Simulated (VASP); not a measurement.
Input of a VASP 6.6.1 run:

INCAR

```
SYSTEM = BN
  ALGO = Normal
  EDIFF = 1E-7
  ENCUT = 520
  GGA = PS
  ISIF = 2
  ISMEAR = -1
  LASPH = .True.
  LCHARG = .False.
  LREAL = .False.
  LWAVE = .False.
  NBANDS = 16
  NELM = 60
  PREC = Accurate
  SIGMA = 0.05
```

KPOINTS

```
k-points
0
Gamma
  12 12 4
  0 0 0
```

Contents of POSCAR:

```
BN
1.0
    2.5043461127      0.0000000000      0.0000000000
   -1.2521730563      2.1688273535      0.0000000000
    0.0000000000      0.0000000000      7.0164334333
N B
2 2
Direct
    0.6666666667      0.3333333333      0.2500000000
    0.3333333333      0.6666666667      0.7500000000
    0.6666666667      0.3333333333      0.7500000000
    0.3333333333      0.6666666667      0.2500000000
```

Potentials or basis: VASP PAW PBE potentials, release 64 (N, B).

Launch:

```console
$ cat potpaw_PBE.64/N/POTCAR potpaw_PBE.64/B/POTCAR > POTCAR
$ mpirun -np 1 vasp_std > vasp.out
```

Task: Estimate the band gap on the k mesh.

Result: 4.26 eV (least direct gap 4.60 eV).

Task: What does it give for the pressure?

Result: 0.3 GPa.

Stress tensor (GPa, compression positive):
```
 0.49  0.00  0.00
 0.00  0.49  0.00
 0.00  0.00 -0.12
```

Caveat: the PAW data sets were made with another functional, which shifts forces and pressure a little; this functional lacks dispersion, which binds the layers, so the pressure and a relaxed spacing across them are unreliable. Expect the measured gap to be larger: semilocal functionals such as PBEsol lack the derivative discontinuity.
